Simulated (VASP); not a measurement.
# Ti (P6_3/mmc) in VASP: a series of runs

Ti is run at these levels: PBE; tasks: single point.

Program: VASP 6.6.1. These are calculated values, not measurements. Logs are shortened: lines on timing, memory, paths and dates and some standing lists are left out, and cuts for length are marked.

### Step 1. The cell of the first run

It takes space group P6_3/mmc (No. 194, hexagonal). Conventional cell: a = 2.967 Å, b = 2.967 Å, c = 4.691 Å, α = 90.00°, β = 90.00°, γ = 120.00°. Within 3.8 Å of Ti (site symmetry -6m2) lie 12 Ti at 2.90 to 2.97 Å.

### Step 2. Single point, PBE

The input, INCAR:

```
PREC = Accurate
ENCUT = 520
EDIFF = 1E-7
ISMEAR = 0
SIGMA = 0.1
LREAL = False
LASPH = True
NELM = 80
ALGO = Fast
ISIF = 2
LWAVE = False
LCHARG = False
GGA = PE
NBANDS = 19
```

The input, KPOINTS:

```
regular mesh
0
Gamma
  18 18 10
```

The input, POSCAR:

```
Ti
1.0
    2.9674448198      0.0000000000      0.0000000000
   -1.4837224099      2.5698825983      0.0000000000
    0.0000000000      0.0000000000      4.6909211463
Ti
2
Direct
    0.3333333333      0.6666666667      0.2500000000
    0.6666666667      0.3333333333      0.7500000000
```

Potentials or basis: VASP PAW PBE potentials, release 64 (Ti_sv).

On the command line:

```
$ cat potpaw_PBE.64/Ti_sv/POTCAR > POTCAR
$ mpirun -np 1 vasp_std > vasp.out
```

OUTCAR:

```text
PREC = Accurate
   ENCUT = 520
   EDIFF = 1E-7
   ISMEAR = 0
   LREAL = False
   LASPH = True
   NELM = 80
   ISIF = 2
   GGA = PE

 ion  position               nearest neighbor table
   1  0.333  0.667  0.250-   2 2.90   2 2.90   2 2.90   2 2.90   2 2.90   2 2.90
   2  0.667  0.333  0.750-   1 2.90   1 2.90   1 2.90   1 2.90   1 2.90   1 2.90

  LATTYP: Found a hexagonal cell.
 ALAT       =     2.9674448198
 C/A-ratio  =     1.5807947346

  Lattice vectors:

 A1 = (   2.9674448198,   0.0000000000,   0.0000000000)
 A2 = (  -1.4837224099,   2.5698825983,   0.0000000000)
 A3 = (   0.0000000000,   0.0000000000,   4.6909211463)

Analysis of symmetry for initial positions (statically):
=====================================================================
 Subroutine PRICEL returns:
 Original cell was already a primitive cell.

 Routine SETGRP: Setting up the symmetry group for a
 hexagonal supercell.

 Subroutine GETGRP returns: Found 24 space group operations
 (whereof 12 operations were pure point group operations)
 out of a pool of 24 trial point group operations.

The static configuration has the point symmetry D_3d.
 The point group associated with its full space group is D_6h.

Analysis of symmetry for dynamics (positions and initial velocities):
=====================================================================
 Subroutine PRICEL returns:
 Original cell was already a primitive cell.

 Routine SETGRP: Setting up the symmetry group for a
 hexagonal supercell.

 Subroutine GETGRP returns: Found 24 space group operations
 (whereof 12 operations were pure point group operations)
 out of a pool of 24 trial point group operations.

The dynamic configuration has the point symmetry D_3d.
 The point group associated with its full space group is D_6h.

 Subroutine INISYM returns: Found 24 space group operations
 (whereof 12 operations are pure point group operations),
 and found     1 'primitive' translations

----------------------------------------------------------------------------------------

                                     Primitive cell

  volume of cell :      35.7729

  direct lattice vectors                    reciprocal lattice vectors
     2.967444820  0.000000000  0.000000000     0.336990260  0.194561417  0.000000000
    -1.483722410  2.569882598  0.000000000     0.000000000  0.389122834  0.000000000
     0.000000000  0.000000000  4.690921146     0.000000000  0.000000000  0.213177747

  length of vectors
     2.967444820  2.967444820  4.690921146     0.389122834  0.389122834  0.213177747

  position of ions in fractional coordinates (direct lattice)
     0.333333333  0.666666667  0.250000000
     0.666666667  0.333333333  0.750000000

  ion indices of the primitive-cell ions
   primitive index   ion index
                 1           1
                 2           2

----------------------------------------------------------------------------------------

 KPOINTS: regular mesh

Automatic generation of k-mesh.
 Grid dimensions read from file:
 generate k-points for:   18   18   10

 Generating k-lattice:

  Cartesian coordinates                     Fractional coordinates (reciprocal lattice)
     0.018721681  0.010808968  0.000000000     0.055555556  0.000000000  0.000000000
     0.000000000  0.021617935  0.000000000     0.000000000  0.055555556  0.000000000
     0.000000000  0.000000000  0.021317775     0.000000000  0.000000000  0.100000000

  Length of vectors
     0.021617935  0.021617935  0.021317775

  Shift w.r.t. Gamma in fractional coordinates (k-lattice)
     0.000000000  0.000000000  0.000000000

 Subroutine IBZKPT returns following result:
 ===========================================

 Found    222 irreducible k-points:

 Following reciprocal coordinates:
            Coordinates               Weight
  0.000000  0.000000  0.000000      1.000000
  0.055556  0.000000  0.000000      6.000000
  0.111111  0.000000  0.000000      6.000000
  0.166667  0.000000  0.000000      6.000000
  0.222222  0.000000  0.000000      6.000000
  0.277778  0.000000  0.000000      6.000000
[... 16 lines left out ...]
  0.333333  0.111111  0.000000     12.000000
  0.388889  0.111111  0.000000     12.000000
 [... further k-points ...]
   k-points           NKPTS =    222   k-points in BZ     NKDIM =    222   number of bands    NBANDS=     19
   number of dos      NEDOS =    301   number of ions     NIONS =      2
   total plane-waves  NPLWV =  20736
   dimension x,y,z NGX =    24 NGY =   24 NGZ =   36
   dimension x,y,z NGXF=    48 NGYF=   48 NGZF=   72
   ions per type =               2
   NGX,Y,Z   is equivalent  to a cutoff of  13.45, 13.45, 12.76 a.u.
   NGXF,Y,Z  is equivalent  to a cutoff of  26.89, 26.89, 25.52 a.u.
 SYSTEM =  unknown system
   PREC   = accura    normal or accurate (medium, high low for compatibility)
   ISTART =      0    job   : 0-new  1-cont  2-samecut
   ICHARG =      2    charge: 1-file 2-atom 10-const
   ISPIN  =      1    spin polarized calculation?
   LNONCOLLINEAR =      F non collinear calculations
   LSORBIT =      F    spin-orbit coupling
   LASPH  =      T    aspherical Exc in radial PAW
   ENCUT  =  520.0 eV  38.22 Ry    6.18 a.u.   5.52  5.52  8.72*2*pi/ulx,y,z
   NELM   =     80;   NELMIN=  2; NELMDL= -5     # of ELM steps
   EDIFF  = 0.1E-06   stopping-criterion for ELM
   LREAL  =      F    real-space projection
   EDIFFG = 0.1E-05   stopping-criterion for IOM
   NSW    =      0    number of steps for IOM
   IBRION =     -1    ionic relax: 0-MD 1-quasi-New 2-CG
   NFREE  =      0    steps in history (QN), initial steepest desc. (CG)
   ISIF   =      2    stress and relaxation
   ISYM   =      2    0-nonsym 1-usesym 2-fastsym
   POTIM  = 0.5000    time-step for ionic-motion
   TEBEG  =    0.0;   TEEND  =   0.0 temperature during run
   PSTRESS=    0.0 pullay stress
   NELECT =      24.0000    total number of electrons
   NUPDOWN=      -1.0000    fix difference up-down
   EMIN   =  10.00;   EMAX   =-10.00  energy-range for DOS
   EFERMI =   0.00;   METHOD = LEGACY
   ISMEAR =     0;   SIGMA  =   0.10  broadening in eV -4-tet -1-fermi 0-gaus
   EFERMI_NEDOS =   21; number of points for ismear=-14 and -15
   IALGO  =     68    algorithm
   IMIX   =      4    mixing-type and parameters
     AMIX     =   0.40;   BMIX     =  1.00
     AMIX_MAG =   1.60;   BMIX_MAG =  1.00
  volume/ion in A,a.u.               =      17.89       120.70
  Fermi-wavevector in a.u.,A,eV,Ry     =   1.433157  2.708275 27.945552  2.053940
  Thomas-Fermi vector in A             =   2.552706
   LORBIT       =      0    0 simple, 1 ext, 2 COOP (PROOUT), +10 PAW based schemes
   GGA     = PE    functional components
   LHFCALC =     F    Hartree Fock is set to
   AEXX    =    0.0000 exact exchange contribution
   IVDW    =     0    specifies the selected vdW correction
   LEPSILON=     F    determine dielectric tensor
   LRPA    =     F    only Hartree local field effects (RPA)
 non-spin polarized calculation
 RMM-DIIS sequential band-by-band and
 Gauss-broadening in eV      SIGMA  =   0.10
  energy-cutoff  :      520.00
  volume of cell :       35.77
 maximum number of plane-waves:       994
 NGX is ok and might be reduce to    24
   NGX = 11   NGY = 11   NGZ = 17

 number of electron      24.0000005 magnetization

 Free energy of the ion-electron system (eV)
  ---------------------------------------------------
  ext. energy  EPLUGINS =         0.00000000
  ---------------------------------------------------
  free energy    TOTEN  =       -15.66657745 eV

  energy without entropy =      -15.65676628  energy(sigma->0) =      -15.66167187

 E-fermi :   8.0393     XC(G=0): -11.3597

 val. band max:        8.0321790774   @ k =   0.3333   0.1667   0.4000
 cond. band min:       8.0408796905   @ k =   0.1667   0.0000   0.1000
 fundamental gap:      0.0087006131
 Fermi energy:         8.0393455635

 k-point     1 :       0.0000    0.0000    0.0000
  band No.  band energies     occupation
      1     -48.8826      2.00000
      2     -48.7605      2.00000
      3     -25.4408      2.00000
      4     -24.8517      2.00000
      5     -24.8517      2.00000
      6     -24.7951      2.00000
[... 11 lines left out ...]
     18       9.5897      0.00000
     19      11.0659      0.00000

 k-point     2 :       0.0556    0.0000    0.0000
  band No.  band energies     occupation
      1     -48.8799      2.00000
      2     -48.7595      2.00000
      3     -25.4346      2.00000
      4     -24.8642      2.00000
      5     -24.8559      2.00000
      6     -24.7977      2.00000
[... 11 lines left out ...]
     18       9.5425      0.00000
     19      11.0915      0.00000

 k-point     3 :       0.1111    0.0000    0.0000
  band No.  band energies     occupation
      1     -48.8721      2.00000
      2     -48.7565      2.00000
      3     -25.4165      2.00000
      4     -24.9005      2.00000
      5     -24.8680      2.00000
      6     -24.8093      2.00000
[... 11 lines left out ...]
     18       9.4692      0.00000
     19      11.1557      0.00000

 k-point     4 :       0.1667    0.0000    0.0000
  band No.  band energies     occupation
      1     -48.8598      2.00000
      2     -48.7522      2.00000
      3     -25.3876      2.00000
      4     -24.9564      2.00000
      5     -24.8860      2.00000
      6     -24.8658      2.00000
[... 11 lines left out ...]
     18       9.7121      0.00000
     19      11.2344      0.00000

 k-point     5 :       0.2222    0.0000    0.0000
  band No.  band energies     occupation
      1     -48.8443      2.00000
      2     -48.7473      2.00000
      3     -25.3498      2.00000
      4     -25.0254      2.00000
      5     -24.9334      2.00000
      6     -24.9074      2.00000
[... 11 lines left out ...]
     18      10.0261      0.00000
     19      11.3092      0.00000

 k-point     6 :       0.2778    0.0000    0.0000
  band No.  band energies     occupation
      1     -48.8271      2.00000
      2     -48.7428      2.00000
      3     -25.3056      2.00000
      4     -25.0994      2.00000
      5     -25.0037      2.00000
      6     -24.9296      2.00000
[... 11 lines left out ...]
     18      10.3842      0.00000
     19      11.3706      0.00000

 k-point     7 :       0.3333   -0.0000    0.0000
  band No.  band energies     occupation
      1     -48.8098      2.00000
      2     -48.7397      2.00000
      3     -25.2586      2.00000
      4     -25.1692      2.00000
      5     -25.0681      2.00000
      6     -24.9501      2.00000
[... 11 lines left out ...]
     18      10.7525      0.00000
     19      11.4160      0.00000

 k-point     8 :       0.3889    0.0000    0.0000
  band No.  band energies     occupation
      1     -48.7944      2.00000
      2     -48.7384      2.00000
      3     -25.2263      2.00000
      4     -25.2134      2.00000
      5     -25.1198      2.00000
      6     -24.9665      2.00000
[... 256 lines left out ...]
 k-point    20 :       0.1667    0.1111    0.0000
  band No.  band energies     occupation
      1     -48.8381      2.00000
      2     -48.7456      2.00000
      3     -25.3342      2.00000
      4     -25.0294      2.00000
      5     -24.9907      2.00000
      6     -24.8917      2.00000
[... 11 lines left out ...]
     18      10.2933      0.00000
     19      11.2843      0.00000

 k-point    21 :       0.2222    0.1111    0.0000
  band No.  band energies     occupation
      1     -48.8216      2.00000
      2     -48.7417      2.00000
      3     -25.2912      2.00000
      4     -25.0964      2.00000
      5     -25.0408      2.00000
      6     -24.9257      2.00000
[... 11 lines left out ...]
     18      10.7061      0.00000
     19      11.3234      0.00000

 k-point    22 :       0.2778    0.1111    0.0000
  band No.  band energies     occupation
      1     -48.8050      2.00000
      2     -48.7390      2.00000
      3     -25.2450      2.00000
      4     -25.1616      2.00000
      5     -25.0847      2.00000
      6     -24.9582      2.00000
[... 11 lines left out ...]
     18      11.1512      0.00000
     19      11.3537      0.00000

 k-point    23 :       0.3333    0.1111    0.0000
  band No.  band energies     occupation
      1     -48.7901      2.00000
      2     -48.7383      2.00000
      3     -25.2149      2.00000
      4     -25.2002      2.00000
      5     -25.1199      2.00000
      6     -24.9844      2.00000
[... 11 lines left out ...]
     18      11.3740      0.00000
     19      11.6120      0.00000

 k-point    24 :       0.3889    0.1111    0.0000
  band No.  band energies     occupation
      1     -48.7791      2.00000
      2     -48.7390      2.00000
      3     -25.2497      2.00000
      4     -25.1640      2.00000
      5     -25.1429      2.00000
      6     -25.0014      2.00000
[... 11 lines left out ...]
     18      11.3853      0.00000
     19      12.0798      0.00000

 [... further k-points ...]
[... 5 lines left out ...]
  --------------------------------------------------------------------------------------
  -------------------------------------------------------------------------------------
  Total       -0.7423614     -0.7423614     -0.7405936      0.0000000      0.0000000      0.0000000
  in kB      -33.2484893    -33.2484893    -33.1693123      0.0000000      0.0000000      0.0000000
  external PRESSURE =     -33.2220970 kB  Pullay stress =       0.0000000 kB

 VOLUME and BASIS-vectors are now :
 -----------------------------------------------------------------------------
  energy-cutoff  :      520.00
  volume of cell :       35.77
      direct lattice vectors                 reciprocal lattice vectors
     2.967444820  0.000000000  0.000000000     0.336990260  0.194561417  0.000000000
    -1.483722410  2.569882598  0.000000000     0.000000000  0.389122834  0.000000000
     0.000000000  0.000000000  4.690921146     0.000000000  0.000000000  0.213177747

 POSITION                                       TOTAL-FORCE (eV/Angst)
 -----------------------------------------------------------------------------------
     -0.00000      1.71326      1.17273        -0.000000      0.000000      0.000000
      1.48372      0.85663      3.51819         0.000000     -0.000000      0.000000
 -----------------------------------------------------------------------------------
    total drift:                                0.000000     -0.000000      0.000000

  FREE ENERGIE OF THE ION-ELECTRON SYSTEM (eV)
  ---------------------------------------------------
  free  energy   TOTEN  =       -15.6665774492 eV

  energy  without entropy=      -15.6567662848  energy(sigma->0) =      -15.66167187
```

It took 13 min on 1 thread of AMD EPYC 7R43 (Zen 3), shared host; peak memory 0.2 GiB.

What came out:

| Item | Value |
| --- | --- |
| Free energy | -15.6666 eV |
| Pressure | -3.3 GPa |
| Band gap on the k mesh | zero (bands 12 and 13 overlap by 1.08 eV) |

Levels at points of the mesh, in eV from the Fermi level:
```tsv
k point	band 9	band 10	band 11	band 12	band 13	band 14	band 15	band 16
(0.00, 0.00, 0.00)	-6.15	-2.63	0.70	0.75	0.75	0.86	1.22	1.22
(0.50, 0.00, 0.00)	-2.32	-2.08	-1.78	-0.67	0.45	0.60	1.13	3.20
(0.00, 0.00, 0.50)	-4.33	-4.33	0.08	0.08	0.65	0.65	0.65	0.65
(0.50, 0.00, 0.50)	-2.48	-2.48	-0.79	-0.79	1.24	1.24	1.66	1.66
```

Caveat: the cell stands under tension.

(Part 1 of 2 ends here.)

The gap in the log of VASP goes by the Fermi energy; the results here count the filled bands.